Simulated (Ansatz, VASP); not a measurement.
## ZnSi3N in VASP and in Ansatz

```
CELL_PARAMETERS angstrom
4.22133 0.00000 0.00000
-2.11066 3.65578 0.00000
0.00000 0.00000 4.82306
ATOMIC_POSITIONS crystal
Zn 0.66667 0.33333 0.00000
Si 0.33333 0.66667 0.50000
Si 0.33333 0.66667 0.00000
Si 0.00000 0.00000 0.50000
N 0.66667 0.33333 0.50000
```

Alike in both runs: functional PBE; k mesh 6 × 6 × 4; occupations gaussian, width 0.1 eV; no spin polarisation.

Ansatz relaxed the structure, and its values are those at the end. VASP's run is a single point on that final structure, the one shown.

|  | VASP | Ansatz |
| --- | --- | --- |
| version | VASP 6.6.1 | Ansatz 0.2.0 |
| potentials or method | VASP PAW PBE potentials, release 64 (Zn, Si, N), cutoff 520 eV | scalar-relativistic, plane waves, PAW |
| valence electrons in the cell | 29 | 29 |

```tsv
	VASP	Ansatz	Ansatz less VASP
gap on the k mesh at the Fermi level (eV)	none	none	-
pressure (GPa)	-0.1	-0.2	-0.05
```

A gap of «none» marks a metal or a gap that the smearing closes. The functional is the same, so the differences come from potentials, cutoffs and numerics.
